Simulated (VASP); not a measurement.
# SiGe (P6_3mc) in VASP: a series of runs

SiGe is run at these levels: PBEsol; tasks: relaxation of shape and atoms at fixed volume, single point.

Program: VASP 6.6.1. These are calculated values, not measurements. Logs are shortened: lines on timing, memory, paths and dates and some standing lists are left out, and cuts for length are marked.

## 1. The cell of the first run

The structure is hexagonal, space group P6_3mc (No. 186). The conventional cell has a = 3.978 Å, b = 3.978 Å, c = 6.566 Å, α = 90.00°, β = 90.00°, γ = 120.00°. Within 3.2 Å of Si (site symmetry 3m) lie 4 Ge at 2.44 to 2.46 Å. Within 3.2 Å of Ge (site symmetry 3m) lie 4 Si at 2.44 to 2.46 Å.

## 2. Relaxation of shape and atoms at fixed volume, PBEsol (22.50 Å³/atom)

Contents of INCAR:

```
PREC     = Accurate       # precision mode
ENCUT    = 600            # plane-wave cutoff, eV
EDIFF    = 1E-6           # SCF threshold, eV
ISMEAR   = 0              # smearing method
SIGMA    = 0.02           # smearing width, eV
LREAL    = F              # projectors in reciprocal space
LASPH    = T              # aspherical terms in the spheres
NELM     = 100            # most SCF steps
ALGO     = Normal         # electronic algorithm
ISIF     = 4              # what is computed and relaxed
LWAVE    = F              # write WAVECAR
LCHARG   = F              # write CHGCAR
GGA      = PS             # functional
IBRION   = 2              # ionic algorithm
NSW      = 50             # ionic steps
EDIFFG   = -0.01          # ionic threshold
```

Contents of KPOINTS:

```
Automatic mesh
0
Gamma
  12 12 6
```

Contents of POSCAR:

```
SiGe
1.0
    3.9780938099      0.0000000000      0.0000000000
   -1.9890469050      3.4451302980      0.0000000000
    0.0000000000      0.0000000000      6.5664792024
Si Ge
2 2
Direct
    0.6666666667      0.3333333333      0.8746776673
    0.3333333333      0.6666666667      0.3746776673
    0.6666666667      0.3333333333      0.5003213327
    0.3333333333      0.6666666667      0.0003213327
```

Potentials or basis: VASP PAW PBE potentials, release 64 (Si, Ge_d).

Command:

```bash
> cat potpaw_PBE.64/Si/POTCAR potpaw_PBE.64/Ge_d/POTCAR > POTCAR
> mpirun -np 1 vasp_std > vasp.out
```

OUTCAR:

```text
PREC = Accurate
   ENCUT = 600
   EDIFF = 1E-6
   ISMEAR = 0
   LREAL = F
   LASPH = T
   NELM = 100
   ISIF = 4
   GGA = PS
   IBRION = 2
   NSW = 50
   EDIFFG = -0.01

 ion  position               nearest neighbor table
   1  0.667  0.333  0.875-   4 2.44   4 2.44   4 2.44   3 2.46
   2  0.333  0.667  0.375-   3 2.44   3 2.44   3 2.44   4 2.46
   3  0.667  0.333  0.500-   2 2.44   2 2.44   2 2.44   1 2.46
   4  0.333  0.667  0.000-   1 2.44   1 2.44   1 2.44   2 2.46

  LATTYP: Found a hexagonal cell.
 ALAT       =     3.9780938099
 C/A-ratio  =     1.6506597170

  Lattice vectors:

 A1 = (   3.9780938099,   0.0000000000,   0.0000000000)
 A2 = (  -1.9890469050,   3.4451302980,   0.0000000000)
 A3 = (   0.0000000000,   0.0000000000,   6.5664792024)

Analysis of symmetry for initial positions (statically):
=====================================================================
 Subroutine PRICEL returns:
 Original cell was already a primitive cell.

 Routine SETGRP: Setting up the symmetry group for a
 hexagonal supercell.

 Subroutine GETGRP returns: Found 12 space group operations
 (whereof  6 operations were pure point group operations)
 out of a pool of 24 trial point group operations.

The static configuration has the point symmetry C_3v.
 The point group associated with its full space group is C_6v.

Analysis of symmetry for dynamics (positions and initial velocities):
=====================================================================
 Subroutine PRICEL returns:
 Original cell was already a primitive cell.

 Routine SETGRP: Setting up the symmetry group for a
 hexagonal supercell.

 Subroutine GETGRP returns: Found 12 space group operations
 (whereof  6 operations were pure point group operations)
 out of a pool of 24 trial point group operations.

The dynamic configuration has the point symmetry C_3v.
 The point group associated with its full space group is C_6v.

 Subroutine INISYM returns: Found 12 space group operations
 (whereof  6 operations are pure point group operations),
 and found     1 'primitive' translations

----------------------------------------------------------------------------------------

                                     Primitive cell

  volume of cell :      89.9939

  direct lattice vectors                    reciprocal lattice vectors
[... 91 lines left out ...]
   EDIFF  = 0.1E-05   stopping-criterion for ELM
   LREAL  =      F    real-space projection
   EDIFFG = -.1E-01   stopping-criterion for IOM
   NSW    =     50    number of steps for IOM
   IBRION =      2    ionic relax: 0-MD 1-quasi-New 2-CG
   NFREE  =      1    steps in history (QN), initial steepest desc. (CG)
   ISIF   =      4    stress and relaxation
   ISYM   =      2    0-nonsym 1-usesym 2-fastsym
   POTIM  = 0.5000    time-step for ionic-motion
   TEBEG  =    0.0;   TEEND  =   0.0 temperature during run
   PSTRESS=    0.0 pullay stress
   NELECT =      36.0000    total number of electrons
   NUPDOWN=      -1.0000    fix difference up-down
   EMIN   =  10.00;   EMAX   =-10.00  energy-range for DOS
   EFERMI =   0.00;   METHOD = LEGACY
   ISMEAR =     0;   SIGMA  =   0.02  broadening in eV -4-tet -1-fermi 0-gaus
   EFERMI_NEDOS =   21; number of points for ismear=-14 and -15
   IALGO  =     38    algorithm
   IMIX   =      4    mixing-type and parameters
     AMIX     =   0.40;   BMIX     =  1.00
     AMIX_MAG =   1.60;   BMIX_MAG =  1.00
  volume/ion in A,a.u.               =      22.50       151.83
  Fermi-wavevector in a.u.,A,eV,Ry     =   1.206252  2.279485 19.797062  1.455043
  Thomas-Fermi vector in A             =   2.341924
   LORBIT       =      0    0 simple, 1 ext, 2 COOP (PROOUT), +10 PAW based schemes
   GGA     = PS    functional components
   LHFCALC =     F    Hartree Fock is set to
   AEXX    =    0.0000 exact exchange contribution
   IVDW    =     0    specifies the selected vdW correction
   LEPSILON=     F    determine dielectric tensor
   LRPA    =     F    only Hartree local field effects (RPA)
 conjugate gradient relaxation of ions
 non-spin polarized calculation
 Gauss-broadening in eV      SIGMA  =   0.02
  energy-cutoff  :      600.00
  volume of cell :       89.99
 maximum number of plane-waves:      3032
 NGX is ok and might be reduce to    32
   NGX = 15   NGY = 15   NGZ = 27

 number of electron      36.0000006 magnetization

 Free energy of the ion-electron system (eV)
  ---------------------------------------------------
  ext. energy  EPLUGINS =         0.00000000
  ---------------------------------------------------
  free energy    TOTEN  =       -21.19197032 eV

  energy without entropy =      -21.19197032  energy(sigma->0) =      -21.19197032

 E-fermi :   5.1362     XC(G=0):  -9.6301

 val. band max:        4.9687091079   @ k =   0.0000   0.0000   0.0000
 cond. band min:       5.2144077235   @ k =   0.0000   0.0000   0.0000
 fundamental gap:      0.2456986156
 Fermi energy:         5.1362461122

 k-point     1 :       0.0000    0.0000    0.0000
  band No.  band energies     occupation
      1     -19.5006      2.00000
      2     -19.5006      2.00000
      3     -19.4977      2.00000
      4     -19.4977      2.00000
      5     -19.4954      2.00000
      6     -19.4954      2.00000
[... 589 lines left out ...]
     21       7.6359      0.00000
     22       8.6111      0.00000

 [... further k-points ...]

------------------------ aborting loop because EDIFF is reached ----------------------------------------

  FORCE on cell =-STRESS in cart. coord.  units (eV):
  Direction    XX          YY          ZZ          XY          YZ          ZX
  --------------------------------------------------------------------------------------
  -------------------------------------------------------------------------------------
  Total       -2.3246172     -2.3246172     -2.3001778      0.0000000     -0.0000000      0.0000000
  in kB      -41.3855547    -41.3855547    -40.9504570      0.0000000     -0.0000000      0.0000000
  external PRESSURE =     -41.2405221 kB  Pullay stress =       0.0000000 kB

 VOLUME and BASIS-vectors are now :
 -----------------------------------------------------------------------------
  energy-cutoff  :      600.00
  volume of cell :       89.99
      direct lattice vectors                 reciprocal lattice vectors
     3.978093810  0.000000000  0.000000000     0.251376676  0.145132392  0.000000000
    -1.989046905  3.445130298  0.000000000     0.000000000  0.290264783  0.000000000
     0.000000000  0.000000000  6.566479202     0.000000000  0.000000000  0.152288611

 POSITION                                       TOTAL-FORCE (eV/Angst)
 -----------------------------------------------------------------------------------
      1.98905      1.14838      5.74355         0.000000      0.000000      0.007929
     -0.00000      2.29675      2.46031        -0.000000      0.000000      0.007929
      1.98905      1.14838      3.28535         0.000000      0.000000     -0.007929
     -0.00000      2.29675      0.00211        -0.000000      0.000000     -0.007929
 -----------------------------------------------------------------------------------
    total drift:                                0.000000      0.000000     -0.000339

  FREE ENERGIE OF THE ION-ELECTRON SYSTEM (eV)
  ---------------------------------------------------
  free  energy   TOTEN  =       -21.1919703208 eV

  energy  without entropy=      -21.1919703208  energy(sigma->0) =      -21.19197032

 reached required accuracy - stopping structural energy minimisation
```

OSZICAR:

```text
N       E                     dE             d eps       ncg     rms          rms(c)
DAV:   1     0.279552416464E+03    0.27955E+03   -0.19779E+04  3746   0.372E+03
DAV:   2     0.219808021533E+02   -0.25757E+03   -0.25219E+03  3356   0.748E+02
DAV:   3    -0.198095170702E+02   -0.41790E+02   -0.41377E+02  4064   0.179E+02
DAV:   4    -0.214692968579E+02   -0.16598E+01   -0.16576E+01  3928   0.405E+01
DAV:   5    -0.215097299401E+02   -0.40433E-01   -0.40426E-01  4152   0.679E+00    0.538E+00
DAV:   6    -0.212955520285E+02    0.21418E+00   -0.10360E-01  3878   0.293E+00    0.314E+00
DAV:   7    -0.211893808561E+02    0.10617E+00   -0.17348E-01  3686   0.309E+00    0.209E-01
DAV:   8    -0.211916314634E+02   -0.22506E-02   -0.15487E-02  4300   0.166E+00    0.110E-01
DAV:   9    -0.211918337625E+02   -0.20230E-03   -0.35100E-04  4170   0.194E-01    0.763E-02
DAV:  10    -0.211919539333E+02   -0.12017E-03   -0.16971E-04  3964   0.136E-01    0.177E-02
DAV:  11    -0.211919682657E+02   -0.14332E-04   -0.16211E-05  3912   0.316E-02    0.494E-03
DAV:  12    -0.211919700842E+02   -0.18185E-05   -0.20299E-06  3210   0.156E-02    0.189E-03
DAV:  13    -0.211919703208E+02   -0.23660E-06   -0.26531E-07  2434   0.416E-03
   1 F= -.21191970E+02 E0= -.21191970E+02  d E =-.211920E+02
```

CONTCAR:

```text
SiGe
   1.00000000000000
     3.9780938098999998    0.0000000000000000    0.0000000000000000
    -1.9890469049999999    3.4451302980000000    0.0000000000000000
     0.0000000000000000    0.0000000000000000    6.5664792024000000
  Si              Ge
     2     2
Direct
     0.6666666667000030    0.3333333332999970    0.8746776672999985
     0.3333333332999970    0.6666666667000030    0.3746776672999985
     0.6666666667000030    0.3333333332999970    0.5003213326999969
     0.3333333332999970    0.6666666667000030    0.0003213326999969

  0.00000000E+00  0.00000000E+00  0.00000000E+00
  0.00000000E+00  0.00000000E+00  0.00000000E+00
  0.00000000E+00  0.00000000E+00  0.00000000E+00
  0.00000000E+00  0.00000000E+00  0.00000000E+00
```

Run time: 67 s. Hardware: 1 thread of Intel Xeon 6975P-C (Granite Rapids), shared host; peak memory 0.31 GiB.

Results:

* Free energy: -21.1920 eV
* Pressure after relaxing: -4.1 GPa
* Largest force after relaxing: 0.008 eV/Å
* Band gap on the k mesh: 0.25 eV

Forces on the atoms (eV/Å):
```
Si   0.000  0.000  0.008
Si   0.000  0.000  0.008
Ge   0.000  0.000 -0.008
Ge   0.000  0.000 -0.008
```

Final structure:
```
CELL_PARAMETERS angstrom
3.97809 0.00000 0.00000
-1.98905 3.44513 0.00000
0.00000 0.00000 6.56648
ATOMIC_POSITIONS crystal
Si 0.66667 0.33333 0.87468
Si 0.33333 0.66667 0.37468
Ge 0.66667 0.33333 0.50032
Ge 0.33333 0.66667 0.00032
```

Levels at points of the mesh, in eV from the valence-band top:
| k point | band 16 | band 17 | band 18 | band 19 | band 20 | band 21 |
| --- | --- | --- | --- | --- | --- | --- |
| (0.00, 0.00, 0.00) | -0.27 | 0.00 | 0.00 | 0.25 | 0.96 | 2.05 |
| (0.50, 0.00, 0.00) | -2.99 | -2.81 | -1.44 | 0.44 | 1.83 | 3.23 |
| (0.00, 0.00, 0.50) | -0.91 | -0.91 | -0.91 | 1.02 | 1.02 | 3.06 |
| (0.50, 0.00, 0.50) | -2.46 | -2.37 | -2.37 | 0.60 | 0.60 | 1.86 |

Caveat: the relaxation stopped at its first step, so nothing moved; the PAW data sets were made with another functional, which shifts forces and pressure a little. A k mesh can miss the band edges.

(Part 1 of 2 ends here.)
